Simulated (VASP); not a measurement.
A run of VASP 6.6.1 is set up as follows.

INCAR

```
ALGO = Normal ; EDIFF = 1E-6
ENCUT = 520 ; GGA = PE
ISIF = 2 ; ISMEAR = -1
LASPH = True ; LCHARG = False
LREAL = False ; LWAVE = False
NBANDS = 16 ; NELM = 60
PREC = Accurate ; SIGMA = 0.05
```

The input KPOINTS:

```
k-points
0
Gamma
  12 12 4
```

The input POSCAR:

```
SiC
1.0
    3.1014226405      0.0000000000      0.0000000000
   -1.5507113202      2.6859107925      0.0000000000
    0.0000000000      0.0000000000      5.0897209003
Si C
2 2
Direct
    0.3333333333      0.6666666667      0.0000000000
    0.6666666667      0.3333333333      0.5000000000
    0.3333333333      0.6666666667      0.3850000000
    0.6666666667      0.3333333333      0.8850000000
```

Potentials or basis: VASP PAW PBE potentials, release 64 (Si, C).

The run is started by

```sh
$ cat potpaw_PBE.64/Si/POTCAR potpaw_PBE.64/C/POTCAR > POTCAR
$ mpirun -np 1 vasp_std > vasp.out
```

Q: Predict the largest force.

A: 0.714 eV/Å.

Q: What does it give for the band gap on the k mesh?

A: 2.37 eV, indirect (least direct gap 4.02 eV).

Q: Estimate the pressure.

A: -1.7 GPa.

Forces in eV/Å, atoms in the order of the input:
```
Si   0.000  0.000  0.714
Si   0.000  0.000  0.714
C    0.000  0.000 -0.714
C    0.000  0.000 -0.714
```

A k mesh can miss the band edges. PBE gaps usually lie below the measured ones, often by a third to a half.
